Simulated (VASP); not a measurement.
# SnBi5O2 (P-3m1) in VASP: further runs

SnBi5O2 is run at these levels: PBE; tasks: single point, relaxation of cell and atoms.

Program: VASP 6.6.1. These are calculated values, not measurements. Logs are shortened: lines on timing, memory, paths and dates and some standing lists are left out, and cuts for length are marked.

## 1. The cell of the first run

It takes space group P-3m1 (No. 164, trigonal). The conventional cell has a = 3.436 Å, b = 3.436 Å, c = 19.915 Å, α = 90.00°, β = 90.00°, γ = 120.00°. Sn (site symmetry -3m) has 6 O at 2.20 Å within 2.9 Å. Bi (site symmetry 3m) has 9 Bi at 3.31 to 3.44 Å and 3 O at 3.64 Å and 3 Sn at 4.48 Å within 4.5 Å. Bi (site symmetry 3m) has 12 Bi at 3.31 to 3.84 Å within 4.4 Å. Within 4.5 Å of Bi (site symmetry -3m) lie 12 Bi at 3.44 to 3.84 Å. Within 2.9 Å of O (site symmetry 3m) lie 3 Sn at 2.20 Å and 3 O at 2.75 Å.

## 2. Single point, PBE

Input file INCAR:

```
SYSTEM = SnBi5O2
ALGO = Normal
EDIFF = 1E-6
ENCUT = 520
GGA = PE
ISIF = 2
ISMEAR = 0
LASPH = .TRUE.
LCHARG = .FALSE.
LREAL = .FALSE.
LWAVE = .FALSE.
NBANDS = 60
NELM = 80
PREC = Accurate
SIGMA = 0.2
```

Input file KPOINTS:

```
k-points
0
G
  5 5 1
  0 0 0
```

Input file POSCAR:

```
SnBi5O2
1.0
    3.4358091818      0.0000000000      0.0000000000
   -1.7179045909      2.9754980340      0.0000000000
    0.0000000000      0.0000000000     19.9145267938
Sn Bi O
1 5 2
Direct
    0.0000000000      0.0000000000      0.0000000000
    0.6666666667      0.3333333333      0.2014744424
    0.3333333333      0.6666666667      0.7985255576
    0.3333333333      0.6666666667      0.3347719080
    0.0000000000      0.0000000000      0.5000000000
    0.6666666667      0.3333333333      0.6652280920
    0.3333333333      0.6666666667      0.0479623865
    0.6666666667      0.3333333333      0.9520376135
```

Potentials or basis: VASP PAW PBE potentials, release 64 (Sn_d, Bi_d, O).

Started as:

```sh
$ cat potpaw_PBE.64/Sn_d/POTCAR potpaw_PBE.64/Bi_d/POTCAR potpaw_PBE.64/O/POTCAR > POTCAR
$ mpirun -np 1 vasp_std > vasp.out
```

OUTCAR:

```text
SYSTEM = SnBi5O2
   EDIFF = 1E-6
   ENCUT = 520
   GGA = PE
   ISIF = 2
   ISMEAR = 0
   LASPH = .TRUE.
   LREAL = .FALSE.
   NELM = 80
   PREC = Accurate

 ion  position               nearest neighbor table
   1  0.000  0.000  0.000-   7 2.20   8 2.20   8 2.20   7 2.20   8 2.20   7 2.20
   2  0.667  0.333  0.201-   4 3.31   4 3.31   4 3.31
   3  0.333  0.667  0.799-   6 3.31   6 3.31   6 3.31
   4  0.333  0.667  0.335-   2 3.31   2 3.31   2 3.31   5 3.84   5 3.84   5 3.84
   5  0.000  0.000  0.500-   4 3.84   6 3.84   6 3.84   4 3.84   6 3.84   4 3.84
   6  0.667  0.333  0.665-   3 3.31   3 3.31   3 3.31   5 3.84   5 3.84   5 3.84
   7  0.333  0.667  0.048-   1 2.20   1 2.20   1 2.20
   8  0.667  0.333  0.952-   1 2.20   1 2.20   1 2.20

  LATTYP: Found a hexagonal cell.
 ALAT       =     3.4358091818
 C/A-ratio  =     5.7961678720

  Lattice vectors:

 A1 = (   3.4358091818,   0.0000000000,   0.0000000000)
 A2 = (  -1.7179045909,   2.9754980340,   0.0000000000)
 A3 = (   0.0000000000,   0.0000000000,  19.9145267938)

Analysis of symmetry for initial positions (statically):
=====================================================================
 Subroutine PRICEL returns:
 Original cell was already a primitive cell.

 Routine SETGRP: Setting up the symmetry group for a
 hexagonal supercell.

 Subroutine GETGRP returns: Found 12 space group operations
 (whereof 12 operations were pure point group operations)
 out of a pool of 24 trial point group operations.

The static configuration has the point symmetry D_3d.

Analysis of symmetry for dynamics (positions and initial velocities):
=====================================================================
 Subroutine PRICEL returns:
 Original cell was already a primitive cell.

 Routine SETGRP: Setting up the symmetry group for a
 hexagonal supercell.

 Subroutine GETGRP returns: Found 12 space group operations
 (whereof 12 operations were pure point group operations)
 out of a pool of 24 trial point group operations.

The dynamic configuration has the point symmetry D_3d.

 Subroutine INISYM returns: Found 12 space group operations
 (whereof 12 operations are pure point group operations),
 and found     1 'primitive' translations

----------------------------------------------------------------------------------------

                                     Primitive cell

  volume of cell :     203.5911

  direct lattice vectors                    reciprocal lattice vectors
     3.435809182  0.000000000  0.000000000     0.291052252  0.168039096  0.000000000
    -1.717904591  2.975498034  0.000000000     0.000000000  0.336078192  0.000000000
     0.000000000  0.000000000 19.914526794     0.000000000  0.000000000  0.050214600

  length of vectors
     3.435809182  3.435809182 19.914526794     0.336078192  0.336078192  0.050214600

  position of ions in fractional coordinates (direct lattice)
     0.000000000  0.000000000  0.000000000
     0.666666667  0.333333333  0.201474442
     0.333333333  0.666666667  0.798525558
     0.333333333  0.666666667  0.334771908
     0.000000000  0.000000000  0.500000000
     0.666666667  0.333333333  0.665228092
     0.333333333  0.666666667  0.047962386
     0.666666667  0.333333333  0.952037614

  ion indices of the primitive-cell ions
   primitive index   ion index
                 1           1
                 2           2
                 3           3
                 4           4
                 5           5
                 6           6
                 7           7
                 8           8

----------------------------------------------------------------------------------------

 KPOINTS: k-points

Automatic generation of k-mesh.
 Grid dimensions read from file:
 generate k-points for:    5    5    1

 Generating k-lattice:

  Cartesian coordinates                     Fractional coordinates (reciprocal lattice)
     0.058210450  0.033607819  0.000000000     0.200000000  0.000000000  0.000000000
     0.000000000  0.067215638  0.000000000     0.000000000  0.200000000  0.000000000
     0.000000000  0.000000000  0.050214600     0.000000000  0.000000000  1.000000000

  Length of vectors
     0.067215638  0.067215638  0.050214600

  Shift w.r.t. Gamma in fractional coordinates (k-lattice)
     0.000000000  0.000000000  0.000000000

 Subroutine IBZKPT returns following result:
 ===========================================

 Found      5 irreducible k-points:

 Following reciprocal coordinates:
            Coordinates               Weight
  0.000000  0.000000  0.000000      1.000000
  0.200000  0.000000  0.000000      6.000000
  0.400000  0.000000  0.000000      6.000000
  0.200000  0.200000  0.000000      6.000000
  0.400000  0.200000  0.000000      6.000000
   k-points           NKPTS =      5   k-points in BZ     NKDIM =      5   number of bands    NBANDS=     60
   number of dos      NEDOS =    301   number of ions     NIONS =      8
   total plane-waves  NPLWV = 117600
   dimension x,y,z NGX =    28 NGY =   28 NGZ =  150
   dimension x,y,z NGXF=    56 NGYF=   56 NGZF=  300
   ions per type =               1   5   2
   NGX,Y,Z   is equivalent  to a cutoff of  13.55, 13.55, 12.52 a.u.
   NGXF,Y,Z  is equivalent  to a cutoff of  27.10, 27.10, 25.04 a.u.
 SYSTEM =  SnBi5O2
   PREC   = accura    normal or accurate (medium, high low for compatibility)
   ISTART =      0    job   : 0-new  1-cont  2-samecut
   ICHARG =      2    charge: 1-file 2-atom 10-const
   ISPIN  =      1    spin polarized calculation?
   LNONCOLLINEAR =      F non collinear calculations
   LSORBIT =      F    spin-orbit coupling
   LASPH  =      T    aspherical Exc in radial PAW
   ENCUT  =  520.0 eV  38.22 Ry    6.18 a.u.   6.39  6.39 37.03*2*pi/ulx,y,z
   NELM   =     80;   NELMIN=  2; NELMDL= -5     # of ELM steps
   EDIFF  = 0.1E-05   stopping-criterion for ELM
   LREAL  =      F    real-space projection
   EDIFFG = 0.1E-04   stopping-criterion for IOM
   NSW    =      0    number of steps for IOM
   IBRION =     -1    ionic relax: 0-MD 1-quasi-New 2-CG
   NFREE  =      0    steps in history (QN), initial steepest desc. (CG)
   ISIF   =      2    stress and relaxation
   ISYM   =      2    0-nonsym 1-usesym 2-fastsym
   POTIM  = 0.5000    time-step for ionic-motion
   TEBEG  =    0.0;   TEEND  =   0.0 temperature during run
   PSTRESS=    0.0 pullay stress
   NELECT =     101.0000    total number of electrons
   NUPDOWN=      -1.0000    fix difference up-down
   EMIN   =  10.00;   EMAX   =-10.00  energy-range for DOS
   EFERMI =   0.00;   METHOD = LEGACY
   ISMEAR =     0;   SIGMA  =   0.20  broadening in eV -4-tet -1-fermi 0-gaus
   EFERMI_NEDOS =   21; number of points for ismear=-14 and -15
   IALGO  =     38    algorithm
   IMIX   =      4    mixing-type and parameters
     AMIX     =   0.40;   BMIX     =  1.00
     AMIX_MAG =   1.60;   BMIX_MAG =  1.00
  volume/ion in A,a.u.               =      25.45       171.74
  Fermi-wavevector in a.u.,A,eV,Ry     =   1.295972  2.449033 22.851587  1.679544
  Thomas-Fermi vector in A             =   2.427458
   LORBIT       =      0    0 simple, 1 ext, 2 COOP (PROOUT), +10 PAW based schemes
   GGA     = PE    functional components
   LHFCALC =     F    Hartree Fock is set to
   AEXX    =    0.0000 exact exchange contribution
   IVDW    =     0    specifies the selected vdW correction
   LEPSILON=     F    determine dielectric tensor
   LRPA    =     F    only Hartree local field effects (RPA)
 non-spin polarized calculation
 Gauss-broadening in eV      SIGMA  =   0.20
  energy-cutoff  :      520.00
  volume of cell :      203.59
 maximum number of plane-waves:      5523
 NGX is ok and might be reduce to    28
   NGX = 13   NGY = 13   NGZ = 75

 number of electron     101.0000011 magnetization

 Free energy of the ion-electron system (eV)
  ---------------------------------------------------
  ext. energy  EPLUGINS =         0.00000000
  ---------------------------------------------------
  free energy    TOTEN  =       -36.14194132 eV

  energy without entropy =      -36.06407896  energy(sigma->0) =      -36.10301014

 E-fermi :   7.4807     XC(G=0): -10.1077

 val. band max:        7.2631089762   @ k =   0.2000   0.2000   0.0000
 cond. band min:       7.5587779767   @ k =   0.4000   0.2000   0.0000
 fundamental gap:      0.2956690005
 Fermi energy:         7.4806660232

 k-point     1 :       0.0000    0.0000    0.0000
  band No.  band energies     occupation
      1     -15.8333      2.00000
      2     -15.8333      2.00000
      3     -15.8332      2.00000
      4     -15.8332      2.00000
      5     -15.8172      2.00000
      6     -15.8167      2.00000
[... 52 lines left out ...]
     59      12.7711      0.00000
     60      12.7711      0.00000

 k-point     2 :       0.2000    0.0000    0.0000
  band No.  band energies     occupation
      1     -15.8543      2.00000
      2     -15.8540      2.00000
      3     -15.7933      2.00000
      4     -15.7928      2.00000
      5     -15.7775      2.00000
      6     -15.7773      2.00000
[... 52 lines left out ...]
     59      11.8592      0.00000
     60      12.0975      0.00000

 k-point     3 :       0.4000    0.0000    0.0000
  band No.  band energies     occupation
      1     -15.8900      2.00000
      2     -15.8894      2.00000
      3     -15.8133      2.00000
      4     -15.8119      2.00000
      5     -15.7640      2.00000
      6     -15.7635      2.00000
[... 52 lines left out ...]
     59      10.8107      0.00000
     60      10.8813      0.00000

 k-point     4 :       0.2000    0.2000    0.0000
  band No.  band energies     occupation
      1     -15.8351      2.00000
      2     -15.8346      2.00000
      3     -15.8014      2.00000
      4     -15.8014      2.00000
      5     -15.7885      2.00000
      6     -15.7881      2.00000
[... 52 lines left out ...]
     59      10.4390      0.00000
     60      11.7478      0.00000

 k-point     5 :       0.4000    0.2000    0.0000
  band No.  band energies     occupation
      1     -15.8354      2.00000
      2     -15.8343      2.00000
      3     -15.8102      2.00000
      4     -15.8091      2.00000
      5     -15.7767      2.00000
      6     -15.7761      2.00000
[... 52 lines left out ...]
     59       9.4713      0.00000
     60      11.7776      0.00000

------------------------ aborting loop because EDIFF is reached ----------------------------------------

  FORCE on cell =-STRESS in cart. coord.  units (eV):
  Direction    XX          YY          ZZ          XY          YZ          ZX
  --------------------------------------------------------------------------------------
  -------------------------------------------------------------------------------------
  Total        0.0915472      0.0915472      0.7581875      0.0000000     -0.0000000      0.0000000
  in kB        0.7204389      0.7204389      5.9666221      0.0000000     -0.0000000      0.0000000
  external PRESSURE =       2.4691667 kB  Pullay stress =       0.0000000 kB

 VOLUME and BASIS-vectors are now :
 -----------------------------------------------------------------------------
  energy-cutoff  :      520.00
  volume of cell :      203.59
      direct lattice vectors                 reciprocal lattice vectors
     3.435809182  0.000000000  0.000000000     0.291052252  0.168039096  0.000000000
    -1.717904591  2.975498034  0.000000000     0.000000000  0.336078192  0.000000000
     0.000000000  0.000000000 19.914526794     0.000000000  0.000000000  0.050214600

 POSITION                                       TOTAL-FORCE (eV/Angst)
 -----------------------------------------------------------------------------------
      0.00000      0.00000      0.00000        -0.000000      0.000000      0.000000
      1.71790      0.99183      4.01227        -0.000000      0.000000      0.008280
     -0.00000      1.98367     15.90226        -0.000000     -0.000000     -0.008280
     -0.00000      1.98367      6.66682        -0.000000     -0.000000     -0.036138
      0.00000      0.00000      9.95726        -0.000000      0.000000      0.000000
      1.71790      0.99183     13.24770         0.000000      0.000000      0.036138
     -0.00000      1.98367      0.95515        -0.000000      0.000000      0.034340
      1.71790      0.99183     18.95938         0.000000     -0.000000     -0.034340
 -----------------------------------------------------------------------------------
    total drift:                                0.000000      0.000000     -0.000000

  FREE ENERGIE OF THE ION-ELECTRON SYSTEM (eV)
  ---------------------------------------------------
  free  energy   TOTEN  =       -36.1419413163 eV

  energy  without entropy=      -36.0640789566  energy(sigma->0) =      -36.10301014
```

Wall time 47 s (1 thread of Intel Xeon 6975P-C (Granite Rapids), shared host); peak memory 0.35 GiB.

Results:

- Free energy: -36.1419 eV
- Pressure: 0.2 GPa
- Largest force: 0.036 eV/Å
- Band gap on the k mesh: zero (an odd number of electrons rules out a gap without spin polarisation)

Forces in eV/Å, atoms in the order of the input:
```
Sn   0.000  0.000  0.000
Bi   0.000  0.000  0.008
Bi   0.000  0.000 -0.008
Bi   0.000  0.000 -0.036
Bi   0.000  0.000  0.000
Bi   0.000  0.000  0.036
O    0.000  0.000  0.034
O    0.000  0.000 -0.034
```

Caveat: the k points lie up to 0.42 Å⁻¹ apart, too coarse for converged energies and pressures of a metal; spin-orbit coupling is left out, which moves the levels of the heavy elements; an odd number of electrons without spin polarisation forces a metal; a magnetic or distorted state may lie lower.

## 3. Single point, PBE

This run uses another cell than the first one, of 25.63 Å³/atom.

Input file INCAR:

```
PREC = Accurate ; ENCUT = 520
EDIFF = 1E-6 ; ISMEAR = 0
SIGMA = 0.2 ; LREAL = F
LASPH = T ; NELM = 100
ALGO = Normal ; ISIF = 2
LWAVE = F ; LCHARG = F
GGA = PE ; NBANDS = 60
```

Input file KPOINTS:

```
Automatic mesh
0
Gamma
  6 6 1
```

Input file POSCAR:

```
SnBi5O2
1.0
    3.4036813044      0.0000000000      0.0000000000
   -1.7018406522      2.9476744760      0.0000000000
    0.0000000000      0.0000000000     20.4341903613
Sn Bi O
1 5 2
Direct
    1.0000000000      1.0000000000      0.0000000000
    0.6666666667      0.3333333333      0.2080285805
    0.3333333333      0.6666666667      0.7919714195
    0.3333333333      0.6666666667      0.3484842739
    1.0000000000      1.0000000000      0.5000000000
    0.6666666667      0.3333333333      0.6515157261
    0.3333333333      0.6666666667      0.0471800253
    0.6666666667      0.3333333333      0.9528199747
```

Potentials or basis: VASP PAW PBE potentials, release 64 (Sn_d, Bi_d, O).

Started as:

```sh
$ cat potpaw_PBE.64/Sn_d/POTCAR potpaw_PBE.64/Bi_d/POTCAR potpaw_PBE.64/O/POTCAR > POTCAR
$ mpirun -np 1 vasp_std > vasp.out
```

Wall time 61 s (1 thread of Intel Xeon 6975P-C (Granite Rapids), shared host); peak memory 0.37 GiB.

The run converged. Its results:

```yaml
Free_energy: -36.4220 eV
Pressure: 0.1 GPa
Largest_force: 0.157 eV/Å
Band_gap_on_the_k_mesh: zero (an odd number of electrons rules out a gap without spin polarisation)
```

Forces in eV/Å, atoms in the order of the input:
```
Sn   0.000  0.000  0.000
Bi   0.000  0.000  0.157
Bi   0.000  0.000 -0.157
Bi   0.000  0.000 -0.096
Bi   0.000  0.000  0.000
Bi   0.000  0.000  0.096
O    0.000  0.000  0.080
O    0.000  0.000 -0.080
```

Stress tensor (GPa, compression positive):
```
 0.73  0.00  0.00
 0.00  0.73  0.00
 0.00  0.00 -1.28
```

Levels at points of the mesh, in eV from the Fermi level:
```csv
k point,band 48,band 49,band 50,band 51,band 52,band 53
"(0.00, 0.00, 0.00)",0.98,2.21,3.11,4.59,4.59,4.73
"(0.50, 0.00, 0.00)",-2.71,-0.61,-0.45,-0.02,1.02,1.23
```

Caveat: spin-orbit coupling is left out, which moves the levels of the heavy elements; an odd number of electrons without spin polarisation forces a metal; a magnetic or distorted state may lie lower.

(Continued in part 2 of 2.)
